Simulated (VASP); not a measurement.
# FePt (P4/mmm) in VASP: single point with PBEsol

Aim: the single point of FePt with PBEsol.

Program: VASP 6.6.1. These are calculated values, not measurements. Logs are shortened: lines on timing, memory, paths and dates and some standing lists are left out, and cuts for length are marked.

## (1) The cell of the first run

It takes space group P4/mmm (No. 123, tetragonal). The conventional cell has a = 2.687 Å, b = 2.687 Å, c = 3.717 Å, α = 90.00°, β = 90.00°, γ = 90.00°. Fe (site symmetry 4/mmm) has 8 Pt at 2.66 Å and 4 Fe at 2.69 Å within 3.5 Å. Pt (site symmetry 4/mmm) has 8 Fe at 2.66 Å and 4 Pt at 2.69 Å within 3.5 Å.

## (2) Single point, PBEsol, collinear spin, ferromagnetic start

INCAR

```
  PREC = Accurate
  ENCUT = 520
  EDIFF = 1E-6
  ISMEAR = 0
  SIGMA = 0.1
  LREAL = F
  LASPH = T
  NELM = 150
  ALGO = Fast
  ISIF = 2
  LWAVE = F
  LCHARG = T
  ISPIN = 2
  MAGMOM = 3.25 0.45
  LORBIT = 11
  LMAXMIX = 4
  GGA = PS
  LELF = T
  LVHAR = T
  NBANDS = 20
```

KPOINTS

```
Automatic mesh
0
Gamma
  16 16 12
```

POSCAR

```
FePt
1.0
    2.6867994532      0.0000000000      0.0000000000
    0.0000000000      2.6867994532      0.0000000000
    0.0000000000      0.0000000000      3.7172750953
Fe Pt
1 1
Direct
    0.5000000000      0.5000000000      0.5000000000
    0.0000000000      0.0000000000      0.0000000000
```

Potentials or basis: VASP PAW PBE potentials, release 64 (Fe, Pt).

The run is started by

```
$ cat potpaw_PBE.64/Fe/POTCAR potpaw_PBE.64/Pt/POTCAR > POTCAR
$ mpirun -np 1 vasp_std > vasp.out
```

OUTCAR:

```text
PREC = Accurate
   ENCUT = 520
   EDIFF = 1E-6
   ISMEAR = 0
   LREAL = F
   LASPH = T
   NELM = 150
   ISIF = 2
   ISPIN = 2
   LORBIT = 11
   GGA = PS

 ion  position               nearest neighbor table
   1  0.500  0.500  0.500-   2 2.66   2 2.66   2 2.66   2 2.66   2 2.66   2 2.66   2 2.66   2 2.66

   2  0.000  0.000  0.000-   1 2.66   1 2.66   1 2.66   1 2.66   1 2.66   1 2.66   1 2.66   1 2.66

  LATTYP: Found a simple tetragonal cell.
 ALAT       =     2.6867994532
 C/A-ratio  =     1.3835327720

  Lattice vectors:

 A1 = (   2.6867994532,   0.0000000000,   0.0000000000)
 A2 = (   0.0000000000,   2.6867994532,   0.0000000000)
 A3 = (   0.0000000000,   0.0000000000,   3.7172750953)

Analysis of symmetry for initial positions (statically):
=====================================================================
 Subroutine PRICEL returns:
 Original cell was already a primitive cell.

 Routine SETGRP: Setting up the symmetry group for a
 simple tetragonal supercell.

 Subroutine GETGRP returns: Found 16 space group operations
 (whereof 16 operations were pure point group operations)
 out of a pool of 16 trial point group operations.

The static configuration has the point symmetry D_4h.

Analysis of symmetry for dynamics (positions and initial velocities):
=====================================================================
 Subroutine PRICEL returns:
 Original cell was already a primitive cell.

 Routine SETGRP: Setting up the symmetry group for a
 simple tetragonal supercell.

 Subroutine GETGRP returns: Found 16 space group operations
 (whereof 16 operations were pure point group operations)
 out of a pool of 16 trial point group operations.

The dynamic configuration has the point symmetry D_4h.

Analysis of structural, dynamic, and magnetic symmetry:
=====================================================================
 Subroutine PRICEL returns:
 Original cell was already a primitive cell.

 Routine SETGRP: Setting up the symmetry group for a
 simple tetragonal supercell.

 Subroutine GETGRP returns: Found 16 space group operations
 (whereof 16 operations were pure point group operations)
 out of a pool of 16 trial point group operations.

The overall configuration has the point symmetry D_4h.

 Subroutine INISYM returns: Found 16 space group operations
 (whereof 16 operations are pure point group operations),
 and found     1 'primitive' translations

----------------------------------------------------------------------------------------

                                     Primitive cell

  volume of cell :      26.8346

  direct lattice vectors                    reciprocal lattice vectors
     2.686799453  0.000000000  0.000000000     0.372190042  0.000000000  0.000000000
     0.000000000  2.686799453  0.000000000     0.000000000  0.372190042  0.000000000
     0.000000000  0.000000000  3.717275095     0.000000000  0.000000000  0.269014258

  length of vectors
     2.686799453  2.686799453  3.717275095     0.372190042  0.372190042  0.269014258

  position of ions in fractional coordinates (direct lattice)
     0.500000000  0.500000000  0.500000000
     0.000000000  0.000000000  0.000000000

  ion indices of the primitive-cell ions
   primitive index   ion index
                 1           1
                 2           2

----------------------------------------------------------------------------------------

 KPOINTS: Automatic mesh

Automatic generation of k-mesh.
 Grid dimensions read from file:
 generate k-points for:   16   16   12

 Generating k-lattice:

  Cartesian coordinates                     Fractional coordinates (reciprocal lattice)
     0.023261878  0.000000000  0.000000000     0.062500000  0.000000000  0.000000000
     0.000000000  0.023261878  0.000000000     0.000000000  0.062500000  0.000000000
     0.000000000  0.000000000  0.022417855     0.000000000  0.000000000  0.083333333

  Length of vectors
     0.023261878  0.023261878  0.022417855

  Shift w.r.t. Gamma in fractional coordinates (k-lattice)
     0.000000000  0.000000000  0.000000000

 Subroutine IBZKPT returns following result:
 ===========================================

 Found    315 irreducible k-points:

 Following reciprocal coordinates:
            Coordinates               Weight
  0.000000  0.000000  0.000000      1.000000
  0.062500  0.000000  0.000000      4.000000
  0.125000  0.000000  0.000000      4.000000
  0.187500  0.000000  0.000000      4.000000
  0.250000  0.000000  0.000000      4.000000
  0.312500  0.000000  0.000000      4.000000
[... 16 lines left out ...]
  0.437500  0.125000  0.000000      8.000000
  0.500000  0.125000  0.000000      4.000000
 [... further k-points ...]
   k-points           NKPTS =    315   k-points in BZ     NKDIM =    315   number of bands    NBANDS=     20
   number of dos      NEDOS =    301   number of ions     NIONS =      2
   total plane-waves  NPLWV =  11200
   dimension x,y,z NGX =    20 NGY =   20 NGZ =   28
   dimension x,y,z NGXF=    40 NGYF=   40 NGZF=   56
   ions per type =               1   1
   NGX,Y,Z   is equivalent  to a cutoff of  12.38, 12.38, 12.52 a.u.
   NGXF,Y,Z  is equivalent  to a cutoff of  24.75, 24.75, 25.04 a.u.
 SYSTEM =  unknown system
   PREC   = accura    normal or accurate (medium, high low for compatibility)
   ISTART =      0    job   : 0-new  1-cont  2-samecut
   ICHARG =      2    charge: 1-file 2-atom 10-const
   ISPIN  =      2    spin polarized calculation?
   LNONCOLLINEAR =      F non collinear calculations
   LSORBIT =      F    spin-orbit coupling
   LASPH  =      T    aspherical Exc in radial PAW
   ENCUT  =  520.0 eV  38.22 Ry    6.18 a.u.   5.00  5.00  6.91*2*pi/ulx,y,z
   NELM   =    150;   NELMIN=  2; NELMDL= -5     # of ELM steps
   EDIFF  = 0.1E-05   stopping-criterion for ELM
   LREAL  =      F    real-space projection
   EDIFFG = 0.1E-04   stopping-criterion for IOM
   NSW    =      0    number of steps for IOM
   IBRION =     -1    ionic relax: 0-MD 1-quasi-New 2-CG
   NFREE  =      0    steps in history (QN), initial steepest desc. (CG)
   ISIF   =      2    stress and relaxation
   ISYM   =      2    0-nonsym 1-usesym 2-fastsym
   POTIM  = 0.5000    time-step for ionic-motion
   TEBEG  =    0.0;   TEEND  =   0.0 temperature during run
   PSTRESS=    0.0 pullay stress
   NELECT =      18.0000    total number of electrons
   NUPDOWN=      -1.0000    fix difference up-down
   EMIN   =  10.00;   EMAX   =-10.00  energy-range for DOS
   EFERMI =   0.00;   METHOD = LEGACY
   ISMEAR =     0;   SIGMA  =   0.10  broadening in eV -4-tet -1-fermi 0-gaus
   EFERMI_NEDOS =   21; number of points for ismear=-14 and -15
   IALGO  =     68    algorithm
   IMIX   =      4    mixing-type and parameters
     AMIX     =   0.40;   BMIX     =  1.00
     AMIX_MAG =   1.60;   BMIX_MAG =  1.00
  volume/ion in A,a.u.               =      13.42        90.54
  Fermi-wavevector in a.u.,A,eV,Ry     =   1.433070  2.708109 27.942126  2.053688
  Thomas-Fermi vector in A             =   2.552628
   LORBIT       =     11    0 simple, 1 ext, 2 COOP (PROOUT), +10 PAW based schemes
   GGA     = PS    functional components
   LHFCALC =     F    Hartree Fock is set to
   AEXX    =    0.0000 exact exchange contribution
   IVDW    =     0    specifies the selected vdW correction
   LEPSILON=     F    determine dielectric tensor
   LRPA    =     F    only Hartree local field effects (RPA)
 spin polarized calculation
 RMM-DIIS sequential band-by-band and
 Gauss-broadening in eV      SIGMA  =   0.10
  energy-cutoff  :      520.00
  volume of cell :       26.83
 maximum number of plane-waves:       744
 NGX is ok and might be reduce to    20
   NGX =  9   NGY =  9   NGZ = 13

 number of electron      18.0000011 magnetization       3.2053473

 Free energy of the ion-electron system (eV)
  ---------------------------------------------------
  ext. energy  EPLUGINS =         0.00000000
  ---------------------------------------------------
  free energy    TOTEN  =       -16.29579582 eV

  energy without entropy =      -16.28923099  energy(sigma->0) =      -16.29251340

 E-fermi :   8.9120     XC(G=0): -13.3668

 val. band max:        8.9117729518   @ k =   0.5000   0.3750   0.3333
 cond. band min:       8.9124115638   @ k =   0.1875   0.1250   0.5000
 fundamental gap:      0.0006386121
 Fermi energy:         8.9119940045

 spin component 1

 k-point     1 :       0.0000    0.0000    0.0000
  band No.  band energies     occupation
      1      -0.9767      1.00000
      2       2.3350      1.00000
      3       2.4831      1.00000
      4       5.4524      1.00000
      5       5.4524      1.00000
      6       5.9422      1.00000
[... 12 lines left out ...]
     19      30.7196      0.00000
     20      30.7201      0.00000
[... 507 lines left out ...]
 k-point    24 :       0.5000    0.1250    0.0000
  band No.  band energies     occupation
      1       3.0097      1.00000
      2       3.7270      1.00000
      3       3.9532      1.00000
      4       4.2262      1.00000
      5       4.8788      1.00000
      6       5.4518      1.00000
[... 12 lines left out ...]
     19      31.0955      0.00000
     20      32.3941      0.00000

 [... further k-points ...]

 spin component 2

 k-point     1 :       0.0000    0.0000    0.0000
  band No.  band energies     occupation
      1      -0.7998      1.00000
      2       2.8443      1.00000
      3       2.8850      1.00000
      4       6.4999      1.00000
      5       6.4999      1.00000
      6       8.0419      1.00000
[... 12 lines left out ...]
     19      30.8611      0.00000
     20      30.8620      0.00000
[... 507 lines left out ...]
 k-point    24 :       0.5000    0.1250    0.0000
  band No.  band energies     occupation
      1       3.2002      1.00000
      2       4.0608      1.00000
      3       4.5053      1.00000
      4       4.5796      1.00000
      5       6.1547      1.00000
      6       6.8313      1.00000
[... 12 lines left out ...]
     19      31.7303      0.00000
     20      32.8829      0.00000

 [... further k-points ...]

------------------------ aborting loop because EDIFF is reached ----------------------------------------

  FORCE on cell =-STRESS in cart. coord.  units (eV):
  Direction    XX          YY          ZZ          XY          YZ          ZX
  --------------------------------------------------------------------------------------
  -------------------------------------------------------------------------------------
  Total       -0.0643905     -0.0643905     -0.0423581      0.0000000      0.0000000     -0.0000000
  in kB       -3.8444746     -3.8444746     -2.5290152      0.0000000      0.0000000     -0.0000000
  external PRESSURE =      -3.4059882 kB  Pullay stress =       0.0000000 kB

 VOLUME and BASIS-vectors are now :
 -----------------------------------------------------------------------------
  energy-cutoff  :      520.00
  volume of cell :       26.83
      direct lattice vectors                 reciprocal lattice vectors
     2.686799453  0.000000000  0.000000000     0.372190042  0.000000000  0.000000000
     0.000000000  2.686799453  0.000000000     0.000000000  0.372190042  0.000000000
     0.000000000  0.000000000  3.717275095     0.000000000  0.000000000  0.269014258

 POSITION                                       TOTAL-FORCE (eV/Angst)
 -----------------------------------------------------------------------------------
      1.34340      1.34340      1.85864         0.000000      0.000000      0.000000
      0.00000      0.00000      0.00000         0.000000      0.000000      0.000000
 -----------------------------------------------------------------------------------
    total drift:                               -0.000000      0.000000      0.000000

  FREE ENERGIE OF THE ION-ELECTRON SYSTEM (eV)
  ---------------------------------------------------
  free  energy   TOTEN  =       -16.2957958186 eV

  energy  without entropy=      -16.2892309868  energy(sigma->0) =      -16.29251340

 total charge

# of ion       s       p       d       tot
------------------------------------------
    1        0.421   0.478   6.149   7.048
    2        0.723   0.701   8.064   9.489
--------------------------------------------------
tot          1.145   1.179  14.214  16.537

 magnetization (x)

# of ion       s       p       d       tot
------------------------------------------
    1        0.002  -0.006   2.853   2.850
    2       -0.024  -0.066   0.410   0.320
--------------------------------------------------
tot         -0.022  -0.071   3.263   3.170
```

Run time: 3.2 min. Hardware: 1 thread of AMD EPYC 7R13 (Zen 3), shared host; peak memory 0.33 GiB.

Results:

| Property | Result |
| --- | --- |
| Free energy | -16.2958 eV |
| Pressure | -0.3 GPa |
| Net moment | 3.21 μB per cell |
| Site moments | Fe +2.85; Pt +0.32 μB |
| Valence electrons inside the program's atomic spheres | Fe 7.05; Pt 9.49 |

Stress tensor (GPa, compression positive):
```
-0.38  0.00  0.00
 0.00 -0.38  0.00
 0.00  0.00 -0.25
```

Caveat: the PAW data sets were made with another functional, which shifts forces and pressure a little; spin-orbit coupling is left out, which moves the levels of the heavy elements.
